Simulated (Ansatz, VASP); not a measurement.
**K in VASP and in Ansatz**

POSCAR

```
K
1.0
    0.0000000000      3.3918728180      3.3918728180
    3.3918728180      0.0000000000      3.3918728180
    3.3918728180      3.3918728180      0.0000000000
K
1
Direct
    0.0000000000      0.0000000000      0.0000000000
```

The input INCAR.step1:

```
PREC = Accurate
ENCUT = 600
ISMEAR = 0
SIGMA = 0.1
LREAL = F
LASPH = T
NELM = 80
GGA = PE
ALGO = Normal
EDIFF = 1E-4
LWAVE = T
LCHARG = F
```

Contents of INCAR.step2:

```
PREC = Accurate
ENCUT = 600
EDIFF = 1E-6
ISMEAR = 0
SIGMA = 0.1
LREAL = F
LASPH = T
NELM = 80
ALGO = Normal
ISIF = 3
LWAVE = F
LCHARG = F
METAGGA = R2SCAN
LMIXTAU = T
IBRION = 2
NSW = 100
EDIFFG = -0.005
ISTART = 1
```

Contents of KPOINTS:

```
regular mesh
0
Gamma
  12 12 12
```

Input for Ansatz:

```yaml
crystal:
  lattice:
    - [0.0, 3.391872818, 3.391872818]
    - [3.391872818, 0.0, 3.391872818]
    - [3.391872818, 3.391872818, 0.0]
  atoms:
    - { symbol: K, position: [0.0, 0.0, 0.0] }
basis:
  ecutwfc: 500
kpoints:
  mp_grid: { grid: [12, 12, 12] }
hamiltonian:
  xc: r2scan
scf:
  occupations: { method: gaussian, width: 0.1 }
output:
  forces: true
  stress: true
  eigenvalues: true
relax:
  adjacent_minimum: "off"
  f_tol: 0.005
  max_steps: 80
  cell: { stress_tol: 0.05 }
```

Alike in both runs: task relaxation of cell and atoms; functional r2SCAN; k mesh 12 × 12 × 12; occupations gaussian, width 0.1 eV; no spin polarisation.

|  | VASP | Ansatz |
| --- | --- | --- |
| version | VASP 6.6.1 | Ansatz 0.2.0 |
| potentials or method | VASP PAW PBE potentials, release 64 (K_sv), cutoff 600 eV | scalar-relativistic, plane waves, PAW |
| valence electrons in the cell | 9 | 9 |

```csv
,VASP,Ansatz,Ansatz less VASP
"gap on the k mesh at the Fermi level, each at its own relaxed structure (eV)",none,none,-
relaxed volume (Å³/atom),76.82,76.76,-0.064
relaxed length of the cell vector where the two differ most in proportion (Å),4.772,4.770,-0.0013
```

VASP's potentials were made for PBE, not for r2SCAN. A gap of «none» marks a metal or a gap that the smearing closes.
